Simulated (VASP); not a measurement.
# Ba (I4_1/amd) in VASP: single point with r2SCAN

Aim: the single point of Ba with r2SCAN.

Program: VASP 6.6.1. These are calculated values, not measurements. Logs are shortened: lines on timing, memory, paths and dates and some standing lists are left out, and cuts for length are marked.

### Step 1. The cell of the first run

Symmetry: I4_1/amd, No. 141, tetragonal system. Conventional cell: a = 7.880 Å, b = 7.880 Å, c = 4.299 Å, α = 90.00°, β = 90.00°, γ = 90.00°. Ba (site symmetry -4m2) has 10 Ba at 4.08 to 5.09 Å within 5.4 Å.

### Step 2. Single point, r2SCAN

Contents of POSCAR:

```
Ba
1.0
   -3.9398534081      3.9398534081      2.1492627616
    3.9398534081     -3.9398534081      2.1492627616
    3.9398534081      3.9398534081     -2.1492627616
Ba
2
Direct
    0.0000000000      0.0000000000      0.0000000000
    0.7500000000      0.2500000000      0.5000000000
```

Contents of INCAR.step1:

```
SYSTEM = Ba
PREC = Accurate ; ENCUT = 520
ISMEAR = 0 ; SIGMA = 0.1
LREAL = .False. ; LASPH = .True.
NELM = 100 ; NBANDS = 17
GGA = PE ; ALGO = Normal
EDIFF = 1E-4 ; LWAVE = .True.
LCHARG = .False.
```

Contents of INCAR.step2:

```
SYSTEM = Ba
PREC = Accurate ; ENCUT = 520
EDIFF = 1E-7 ; ISMEAR = 0
SIGMA = 0.1 ; LREAL = .False.
LASPH = .True. ; NELM = 100
ALGO = Normal ; ISIF = 2
LWAVE = .False. ; LCHARG = .True.
METAGGA = R2SCAN ; LMIXTAU = .True.
LELF = .True. ; LVHAR = .True.
NBANDS = 17 ; ISTART = 1
```

Contents of KPOINTS:

```
Automatic mesh
0
Gamma
  6 6 6
  0 0 0
```

Potentials or basis: VASP PAW PBE potentials, release 64 (Ba_sv).

Started as:

```sh
$ cat potpaw_PBE.64/Ba_sv/POTCAR > POTCAR
$ cp INCAR.step1 INCAR
$ mpirun -np 1 vasp_std > vasp.out
$ cp INCAR.step2 INCAR
$ mpirun -np 1 vasp_std > vasp.out
```

OUTCAR:

```text
SYSTEM = Ba
   PREC = Accurate
   ENCUT = 520
   EDIFF = 1E-7
   ISMEAR = 0
   LREAL = .False.
   LASPH = .True.
   NELM = 100
   ISIF = 2
   METAGGA = R2SCAN
   ISTART = 1

 ion  position               nearest neighbor table
   1  0.000  0.000  0.000-   2 4.08   2 4.08   2 4.08   2 4.08
   2  0.750  0.250  0.500-   1 4.08   1 4.08   1 4.08   1 4.08

  LATTYP: Found a body centered tetragonal cell.
 ALAT       =     7.8797068162
 C/A-ratio  =     0.5455184594

  Lattice vectors:

 A1 = (  -3.9398534081,   3.9398534081,   2.1492627616)
 A2 = (   3.9398534081,  -3.9398534081,   2.1492627616)
 A3 = (   3.9398534081,   3.9398534081,  -2.1492627616)

Analysis of symmetry for initial positions (statically):
=====================================================================
 Subroutine PRICEL returns:
 Original cell was already a primitive cell.

 Routine SETGRP: Setting up the symmetry group for a
 body centered tetragonal supercell.

 Subroutine GETGRP returns: Found 16 space group operations
 (whereof  8 operations were pure point group operations)
 out of a pool of 16 trial point group operations.

The static configuration has the point symmetry D_2d.
 The point group associated with its full space group is D_4h.

Analysis of symmetry for dynamics (positions and initial velocities):
=====================================================================
 Subroutine PRICEL returns:
 Original cell was already a primitive cell.

 Routine SETGRP: Setting up the symmetry group for a
 body centered tetragonal supercell.

 Subroutine GETGRP returns: Found 16 space group operations
 (whereof  8 operations were pure point group operations)
 out of a pool of 16 trial point group operations.

The dynamic configuration has the point symmetry D_2d.
 The point group associated with its full space group is D_4h.

 Subroutine INISYM returns: Found 16 space group operations
 (whereof  8 operations are pure point group operations),
 and found     1 'primitive' translations

----------------------------------------------------------------------------------------

                                     Primitive cell

  volume of cell :     133.4473

  direct lattice vectors                    reciprocal lattice vectors
    -3.939853408  3.939853408  2.149262762     0.000000000  0.126908275  0.232637911
     3.939853408 -3.939853408  2.149262762     0.126908275  0.000000000  0.232637911
     3.939853408  3.939853408 -2.149262762     0.126908275  0.126908275  0.000000000

  length of vectors
     5.971952794  5.971952794  5.971952794     0.265002091  0.265002091  0.179475404

  position of ions in fractional coordinates (direct lattice)
[... 77 lines left out ...]
   ENCUT  =  520.0 eV  38.22 Ry    6.18 a.u.  11.10 11.10 11.10*2*pi/ulx,y,z
   NELM   =    100;   NELMIN=  2; NELMDL=  0     # of ELM steps
   EDIFF  = 0.1E-06   stopping-criterion for ELM
   LREAL  =      F    real-space projection
   EDIFFG = 0.1E-05   stopping-criterion for IOM
   NSW    =      0    number of steps for IOM
   IBRION =     -1    ionic relax: 0-MD 1-quasi-New 2-CG
   NFREE  =      0    steps in history (QN), initial steepest desc. (CG)
   ISIF   =      2    stress and relaxation
   ISYM   =      2    0-nonsym 1-usesym 2-fastsym
   POTIM  = 0.5000    time-step for ionic-motion
   TEBEG  =    0.0;   TEEND  =   0.0 temperature during run
   PSTRESS=    0.0 pullay stress
   NELECT =      20.0000    total number of electrons
   NUPDOWN=      -1.0000    fix difference up-down
   EMIN   =  10.00;   EMAX   =-10.00  energy-range for DOS
   EFERMI =   0.00;   METHOD = LEGACY
   ISMEAR =     0;   SIGMA  =   0.10  broadening in eV -4-tet -1-fermi 0-gaus
   EFERMI_NEDOS =   21; number of points for ismear=-14 and -15
   IALGO  =     38    algorithm
   IMIX   =      4    mixing-type and parameters
     AMIX     =   0.40;   BMIX     =  1.00
     AMIX_MAG =   1.60;   BMIX_MAG =  1.00
  volume/ion in A,a.u.               =      66.72       450.27
  Fermi-wavevector in a.u.,A,eV,Ry     =   0.869591  1.643288 10.288565  0.756188
  Thomas-Fermi vector in A             =   1.988435
   LORBIT       =      0    0 simple, 1 ext, 2 COOP (PROOUT), +10 PAW based schemes
   METAGGA = R2SCAN    functional components
   LHFCALC =     F    Hartree Fock is set to
   AEXX    =    0.0000 exact exchange contribution
   IVDW    =     0    specifies the selected vdW correction
   LEPSILON=     F    determine dielectric tensor
   LRPA    =     F    only Hartree local field effects (RPA)
 non-spin polarized calculation
 Gauss-broadening in eV      SIGMA  =   0.10
  energy-cutoff  :      520.00
  volume of cell :      133.45
 maximum number of plane-waves:      3614
 NGX is ok and might be reduce to    48
   NGX = 23   NGY = 23   NGZ = 23

 number of electron      20.0000000 magnetization

 Free energy of the ion-electron system (eV)
  ---------------------------------------------------
  ext. energy  EPLUGINS =         0.00000000
  ---------------------------------------------------
  free energy    TOTEN  =       -52.56798349 eV

  energy without entropy =      -52.56148705  energy(sigma->0) =      -52.56473527

 E-fermi :   1.4162     XC(G=0):  -7.6195

 val. band max:        1.3719888410   @ k =  -0.3333  -0.3333   0.3333
 cond. band min:       1.4276876139   @ k =   0.3333   0.1667   0.1667
 fundamental gap:      0.0556987729
 Fermi energy:         1.4161526223

 k-point     1 :       0.0000    0.0000    0.0000
  band No.  band energies     occupation
      1     -28.7181      2.00000
      2     -28.6321      2.00000
      3     -13.6601      2.00000
      4     -13.6601      2.00000
      5     -13.2695      2.00000
      6     -13.2625      2.00000
[... 457 lines left out ...]
      4     -13.6268      2.00000
      5     -13.5844      2.00000
      6     -13.5606      2.00000
[... 9 lines left out ...]
     16       3.8910      0.00000
     17       5.4001      0.00000

 [... further k-points ...]
[... 5 lines left out ...]
  --------------------------------------------------------------------------------------
  -------------------------------------------------------------------------------------
  Total       -0.4903163     -0.4903163     -0.6711348      0.0000000      0.0000000      0.0000000
  in kB       -5.8867724     -5.8867724     -8.0576933      0.0000000      0.0000000      0.0000000
  external PRESSURE =      -6.6104127 kB  Pullay stress =       0.0000000 kB

 VOLUME and BASIS-vectors are now :
 -----------------------------------------------------------------------------
  energy-cutoff  :      520.00
  volume of cell :      133.45
      direct lattice vectors                 reciprocal lattice vectors
    -3.939853408  3.939853408  2.149262762     0.000000000  0.126908275  0.232637911
     3.939853408 -3.939853408  2.149262762     0.126908275  0.000000000  0.232637911
     3.939853408  3.939853408 -2.149262762     0.126908275  0.126908275  0.000000000

 POSITION                                       TOTAL-FORCE (eV/Angst)
 -----------------------------------------------------------------------------------
      0.00000      0.00000      0.00000         0.000000     -0.000000      0.000000
     -0.00000      3.93985      1.07463        -0.000000      0.000000     -0.000000
 -----------------------------------------------------------------------------------
    total drift:                                0.000000     -0.000000      0.000000

  FREE ENERGIE OF THE ION-ELECTRON SYSTEM (eV)
  ---------------------------------------------------
  free  energy   TOTEN  =       -52.5679834895 eV

  energy  without entropy=      -52.5614870510  energy(sigma->0) =      -52.56473527
```

OSZICAR.step1:

```text
N       E                     dE             d eps       ncg     rms          rms(c)
DAV:   1     0.143843766251E+03    0.14384E+03   -0.79587E+03  1020   0.957E+02
DAV:   2     0.649597853736E+01   -0.13735E+03   -0.13422E+03  1505   0.185E+02
DAV:   3    -0.313510169693E+01   -0.96311E+01   -0.95867E+01  1398   0.531E+01
DAV:   4    -0.343214751882E+01   -0.29705E+00   -0.29697E+00  1529   0.756E+00
DAV:   5    -0.343401058955E+01   -0.18631E-02   -0.18627E-02  1457   0.692E-01    0.238E+00
DAV:   6    -0.343822724481E+01   -0.42167E-02   -0.86266E-03  1324   0.765E-01    0.142E+00
DAV:   7    -0.344325204462E+01   -0.50248E-02   -0.21612E-02  1270   0.130E+00    0.864E-02
DAV:   8    -0.344389109613E+01   -0.63905E-03   -0.12014E-03  1722   0.188E-01    0.425E-02
DAV:   9    -0.344390217548E+01   -0.11079E-04   -0.25608E-05   849   0.416E-02
   1 F= -.34439022E+01 E0= -.34403220E+01  d E =-.716037E-02
```

Run time: 6.5 min. Hardware: 1 thread of Intel Xeon Platinum 8375C at 2.90GHz (Ice Lake), shared host; peak memory 0.37 GiB.

Results:

* Free energy: -52.5680 eV
* Pressure: -0.7 GPa
* Band gap on the k mesh: zero (bands 10 and 11 overlap by 0.08 eV)

Caveat: the PAW data sets were made with another functional, which shifts forces and pressure a little; spin-orbit coupling is left out, which moves the levels of the heavy elements.

The gap in the log of VASP goes by the Fermi energy; the results here count the filled bands.